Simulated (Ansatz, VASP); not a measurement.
RbGe2: VASP beside Ansatz

The input INCAR:

```
SYSTEM = RbGe2
PREC = Accurate
ENCUT = 520
EDIFF = 1E-7
ISMEAR = 0
SIGMA = 0.1
LREAL = .FALSE.
LASPH = .TRUE.
NELM = 80
ALGO = Normal
ISIF = 2
LWAVE = .FALSE.
LCHARG = .TRUE.
GGA = PE
LELF = .TRUE.
LVHAR = .TRUE.
NBANDS = 46
```

File KPOINTS:

```
Automatic mesh
0
G
  6 6 6
  0 0 0
```

POSCAR

```
RbGe2
1.0
   -2.2331414119      2.2331414119      7.7645774832
    2.2331414119     -2.2331414119      7.7645774832
    2.2331414119      2.2331414119     -7.7645774832
Rb Ge
2 4
Direct
    0.0000000000      0.0000000000      0.0000000000
    0.7500000000      0.2500000000      0.5000000000
    0.4165000000      0.4165000000      0.0000000000
    0.1665000000      0.6665000000      0.5000000000
    0.3335000000      0.8335000000      0.5000000000
    0.5835000000      0.5835000000      0.0000000000
```

Input for Ansatz:

```yaml
crystal:
  lattice:
    - [-2.2331414119, 2.2331414119, 7.7645774832]
    - [2.2331414119, -2.2331414119, 7.7645774832]
    - [2.2331414119, 2.2331414119, -7.7645774832]
  atoms:
    - { symbol: Rb, position: [0.0, 0.0, 0.0] }
    - { symbol: Rb, position: [0.75, 0.25, 0.5] }
    - { symbol: Ge, position: [0.4165, 0.4165, 0.0] }
    - { symbol: Ge, position: [0.1665, 0.6665, 0.5] }
    - { symbol: Ge, position: [0.3335, 0.8335, 0.5] }
    - { symbol: Ge, position: [0.5835, 0.5835, 0.0] }
basis:
  ecutwfc: 420
kpoints:
  mp_grid: { grid: [6, 6, 6] }
hamiltonian:
  xc: pbe
scf:
  occupations: { method: gaussian, width: 0.1 }
  lower_state_search: "off"
output:
  forces: true
  stress: true
  eigenvalues: true
```

Alike in both runs: task single point; functional PBE; k mesh 6 × 6 × 6; occupations gaussian, width 0.1 eV; no spin polarisation.

```csv
,VASP,Ansatz
version,VASP 6.6.1,Ansatz 0.2.0
potentials or method,"VASP PAW PBE potentials, release 64 (Rb_sv, Ge_d), cutoff 520 eV","scalar-relativistic, plane waves, PAW"
valence electrons in the cell,74,74
```

```csv
,VASP,Ansatz,Ansatz less VASP
gap on the k mesh at the Fermi level (eV),none,none,-
pressure (GPa),6.0,6.0,-0.04
"traceless stress, the component that is largest in VASP (GPa)",-2.50,-2.50,+0.002
rms of the force components (eV/Å),0.004,0.005,+0.0008
```

Atom by atom the forces differ by 0.001 eV/Å (rms over components). A gap of «none» marks a metal or a gap that the smearing closes.
